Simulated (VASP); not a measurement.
# CoMo (P-6m2) in VASP: notebook, part 2 of 2

VASP 6.6.1.

## 3. Single point, LDA (11.18 Å³/atom)

This run uses another cell than the first one, of 11.18 Å³/atom.

The input, INCAR:

```
PREC = Accurate
ENCUT = 690
EDIFF = 1E-6
ISMEAR = -1
SIGMA = 0.05
LREAL = False
LASPH = True
NELM = 120
ALGO = Normal
ISIF = 2
LWAVE = False
LCHARG = False
GGA = CA
NBANDS = 22
GGA_COMPAT = False
```

The input, KPOINTS:

```
Automatic mesh
0
Gamma
  14 14 8
```

The input, POSCAR:

```
CoMo
1.0
    2.5528196062      0.0000000000      0.0000000000
   -1.2764098031      2.2108066302      0.0000000000
    0.0000000000      0.0000000000      3.9630084479
Co Mo
1 1
Direct
    0.6666666667      0.3333333333      0.5000000000
    0.3333333333      0.6666666667      0.0000000000
```

Potentials or basis: VASP PAW LDA potentials, release 64 (Co_sv, Mo_sv).

Command:

```bash
$ cat potpaw_LDA.64/Co_sv/POTCAR potpaw_LDA.64/Mo_sv/POTCAR > POTCAR
$ mpirun -np 1 vasp_std > vasp.out
```

OUTCAR:

```text
PREC = Accurate
   ENCUT = 690
   EDIFF = 1E-6
   ISMEAR = -1
   LREAL = False
   LASPH = True
   NELM = 120
   ISIF = 2
   GGA = CA

 ion  position               nearest neighbor table
   1  0.667  0.333  0.500-   2 2.47   2 2.47   2 2.47   2 2.47   2 2.47   2 2.47
   2  0.333  0.667  0.000-   1 2.47   1 2.47   1 2.47   1 2.47   1 2.47   1 2.47

  LATTYP: Found a hexagonal cell.
 ALAT       =     2.5528196062
 C/A-ratio  =     1.5524044230

  Lattice vectors:

 A1 = (   2.5528196062,   0.0000000000,   0.0000000000)
 A2 = (  -1.2764098031,   2.2108066302,   0.0000000000)
 A3 = (   0.0000000000,   0.0000000000,   3.9630084479)

Analysis of symmetry for initial positions (statically):
=====================================================================
 Subroutine PRICEL returns:
 Original cell was already a primitive cell.

 Routine SETGRP: Setting up the symmetry group for a
 hexagonal supercell.

 Subroutine GETGRP returns: Found 12 space group operations
 (whereof 12 operations were pure point group operations)
 out of a pool of 24 trial point group operations.

The static configuration has the point symmetry D_3h.

Analysis of symmetry for dynamics (positions and initial velocities):
=====================================================================
 Subroutine PRICEL returns:
 Original cell was already a primitive cell.

 Routine SETGRP: Setting up the symmetry group for a
 hexagonal supercell.

 Subroutine GETGRP returns: Found 12 space group operations
 (whereof 12 operations were pure point group operations)
 out of a pool of 24 trial point group operations.

The dynamic configuration has the point symmetry D_3h.

 Subroutine INISYM returns: Found 12 space group operations
[... 108 lines left out ...]
   NELECT =      31.0000    total number of electrons
   NUPDOWN=      -1.0000    fix difference up-down
   EMIN   =  10.00;   EMAX   =-10.00  energy-range for DOS
   EFERMI =   0.00;   METHOD = LEGACY
   ISMEAR =    -1;   SIGMA  =   0.05  broadening in eV -4-tet -1-fermi 0-gaus
   EFERMI_NEDOS =   21; number of points for ismear=-14 and -15
   IALGO  =     38    algorithm
   IMIX   =      4    mixing-type and parameters
     AMIX     =   0.40;   BMIX     =  1.00
     AMIX_MAG =   1.60;   BMIX_MAG =  1.00
  volume/ion in A,a.u.               =      11.18        75.47
  Fermi-wavevector in a.u.,A,eV,Ry     =   1.825283  3.449284 45.329937  3.331656
  Thomas-Fermi vector in A             =   2.880839
   LORBIT       =      0    0 simple, 1 ext, 2 COOP (PROOUT), +10 PAW based schemes
   GGA     = CA    functional components
   LHFCALC =     F    Hartree Fock is set to
   AEXX    =    0.0000 exact exchange contribution
   IVDW    =     0    specifies the selected vdW correction
   LEPSILON=     F    determine dielectric tensor
   LRPA    =     F    only Hartree local field effects (RPA)
 non-spin polarized calculation
  energy-cutoff  :      690.00
  volume of cell :       22.37
 maximum number of plane-waves:       953
 NGX is ok and might be reduce to    24
   NGX = 11   NGY = 11   NGZ = 17

 number of electron      30.9999982 magnetization

 Free energy of the ion-electron system (eV)
  ---------------------------------------------------
  ext. energy  EPLUGINS =         0.00000000
  ---------------------------------------------------
  free energy    TOTEN  =       -19.70635524 eV

  energy without entropy =      -19.68617869  energy(sigma->0) =      -19.69626697

 E-fermi :  14.7689     XC(G=0): -14.8971

 val. band max:       14.7672957896   @ k =   0.3571   0.2857   0.5000
 cond. band min:      14.7797716151   @ k =   0.2857   0.1429   0.3750
 fundamental gap:      0.0124758255
 Fermi energy:        14.7689107675

 k-point     1 :       0.0000    0.0000    0.0000
  band No.  band energies     occupation
      1     -79.2355      2.00000
      2     -45.8245      2.00000
      3     -43.2705      2.00000
      4     -42.9180      2.00000
      5     -42.9180      2.00000
      6     -20.1570      2.00000
[... 589 lines left out ...]
     21      23.5052      0.00000
     22      30.9501      0.00000

 [... further k-points ...]

------------------------ aborting loop because EDIFF is reached ----------------------------------------

  FORCE on cell =-STRESS in cart. coord.  units (eV):
  Direction    XX          YY          ZZ          XY          YZ          ZX
  --------------------------------------------------------------------------------------
  -------------------------------------------------------------------------------------
  Total        5.4427517      5.4427517      5.6312365      0.0000000      0.0000000      0.0000000
  in kB      389.8820320    389.8820320    403.3838135      0.0000000      0.0000000      0.0000000
  external PRESSURE =     394.3826258 kB  Pullay stress =       0.0000000 kB

 VOLUME and BASIS-vectors are now :
 -----------------------------------------------------------------------------
  energy-cutoff  :      690.00
  volume of cell :       22.37
      direct lattice vectors                 reciprocal lattice vectors
     2.552819606  0.000000000  0.000000000     0.391723723  0.226161797  0.000000000
    -1.276409803  2.210806630  0.000000000     0.000000000  0.452323594  0.000000000
     0.000000000  0.000000000  3.963008448     0.000000000  0.000000000  0.252333552

 POSITION                                       TOTAL-FORCE (eV/Angst)
 -----------------------------------------------------------------------------------
      1.27641      0.73694      1.98150         0.000000      0.000000      0.000000
     -0.00000      1.47387      0.00000        -0.000000     -0.000000      0.000000
 -----------------------------------------------------------------------------------
    total drift:                               -0.000000      0.000000      0.000000

  FREE ENERGIE OF THE ION-ELECTRON SYSTEM (eV)
  ---------------------------------------------------
  free  energy   TOTEN  =       -19.7063552415 eV

  energy  without entropy=      -19.6861786919  energy(sigma->0) =      -19.69626697
```

Wall time 44 s (1 thread of Intel Xeon 6975P-C (Granite Rapids), shared host); peak memory 0.2 GiB.

What came out:

| Quantity | Value |
| --- | --- |
| Free energy | -19.7064 eV |
| Pressure | 39.4 GPa |
| Band gap on the k mesh | zero (an odd number of electrons rules out a gap without spin polarisation) |

Levels at points of the mesh, in eV from the Fermi level:
```tsv
k point	band 13	band 14	band 15	band 16	band 17	band 18	band 19	band 20
(0.00, 0.00, 0.00)	-1.59	-1.23	-1.23	-0.73	-0.73	1.96	3.50	3.50
(0.50, 0.00, 0.00)	-1.70	-1.41	-0.97	0.15	3.31	3.68	6.11	8.85
(0.00, 0.00, 0.50)	-2.04	-1.99	-1.99	-1.93	0.47	0.47	3.46	3.46
(0.50, 0.00, 0.50)	-1.29	-0.29	0.08	1.32	2.49	2.52	5.29	6.13
```

Caveat: the cell stands under pressure; the run has no spin polarisation, though such a crystal can be magnetic.
